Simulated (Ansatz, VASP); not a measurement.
## One calculation of Ga2SeS2, two programs

```
Ga Se S
1.0
     5.04867    0.00000    0.00000
     0.00000    5.04867    0.00000
     0.00000    0.00000    5.18061
Ga Se S
2 1 2
Direct
  0.00000 0.00000 0.76411
  0.00000 0.00000 0.23589
  0.50000 0.50000 0.50000
  0.00000 0.50000 0.50000
  0.50000 0.00000 0.50000
```

Alike in both runs: task single point; functional PBE; k mesh 4 × 4 × 4; occupations gaussian, width 0.1 eV; no spin polarisation.

```csv
,VASP,Ansatz
version,VASP 6.6.1,Ansatz 0.2.0
potentials or method,"VASP PAW PBE potentials, release 64 (Ga_d, Se, S), cutoff 520 eV","scalar-relativistic, plane waves, PAW"
valence electrons in the cell,44,54
```

```csv
,VASP,Ansatz,Ansatz less VASP
gap on the k mesh at the Fermi level (eV),none,none,-
pressure (GPa),-0.6,-0.6,-0.02
"traceless stress, the component that is largest in VASP (GPa)",0.67,0.62,-0.049
rms of the force components (eV/Å),0.703,0.701,-0.0021
```

Atom by atom the forces differ by 0.002 eV/Å (rms over components). A gap of «none» marks a metal or a gap that the smearing closes. The functional is the same, so the differences come from potentials, cutoffs and numerics. VASP's potentials hold 44 valence electrons a cell and Ansatz's 54, so a difference there can come from the potentials and not from the codes.
